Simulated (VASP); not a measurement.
Wanted: the native input for a VASP 6.6.1 run.

- Task: single point
- Functional: PBE
- Potentials or basis: VASP PAW PBE potentials, release 64 (Ta_pv, Al, B)
- Cutoff: 500 eV
- k mesh: 5 × 5 × 2
- Occupations: gaussian, width 0.2 eV
- Spin: no spin polarisation
- Dipole correction: no
- Further INCAR settings: ALGO = Normal; EDIFF = 1e-06; NBANDS = 24

The structure of TaAl5B lies in POSCAR:

```
TaAl5B
1.0
    3.2135254696      0.0000000000      0.0000000000
    0.0000000000      3.2135254696      0.0000000000
    0.0000000000      0.0000000000     10.6237970536
Ta Al B
1 5 1
Direct
    0.0000000000      0.0000000000      0.0000000000
    0.5000000000      0.5000000000      0.8028260347
    0.5000000000      0.5000000000      0.1971739653
    0.0000000000      0.0000000000      0.6542707083
    0.0000000000      0.0000000000      0.3457292917
    0.5000000000      0.5000000000      0.5000000000
    0.5000000000      0.5000000000      0.0000000000
```

This cell differs from its parent crystal: with an interstitial atom.

The input as run:

INCAR

```
SYSTEM = TaAl5B
  PREC = Accurate
  ENCUT = 500
  EDIFF = 1E-6
  ISMEAR = 0
  SIGMA = 0.2
  LREAL = .False.
  LASPH = .True.
  NELM = 120
  ALGO = Normal
  ISIF = 2
  LWAVE = .False.
  LCHARG = .False.
  GGA = PE
  NBANDS = 24
  GGA_COMPAT = .False.
```

KPOINTS

```
Automatic mesh
0
Gamma
  5 5 2
  0 0 0
```

Potentials or basis: VASP PAW PBE potentials, release 64 (Ta_pv, Al, B).

Run with:

```sh
$ cat potpaw_PBE.64/Ta_pv/POTCAR potpaw_PBE.64/Al/POTCAR potpaw_PBE.64/B/POTCAR > POTCAR
$ mpirun -np 1 vasp_std > vasp.out
```

It gave:

The pressure is -0.2 GPa, the largest force is 0.008 eV/Å and the band gap on the k mesh is zero (an odd number of electrons rules out a gap without spin polarisation).

Caveat: the k points lie up to 0.39 Å⁻¹ apart, too coarse for converged energies and pressures of a metal; the cell differs from its parent crystal (with an interstitial atom); spin-orbit coupling is left out, which moves the levels of the heavy elements.

Run time: 14 s on 1 thread of Intel(R) Xeon(R) 6975P-C (Granite Rapids) (shared host), peak memory 0.21 GiB.
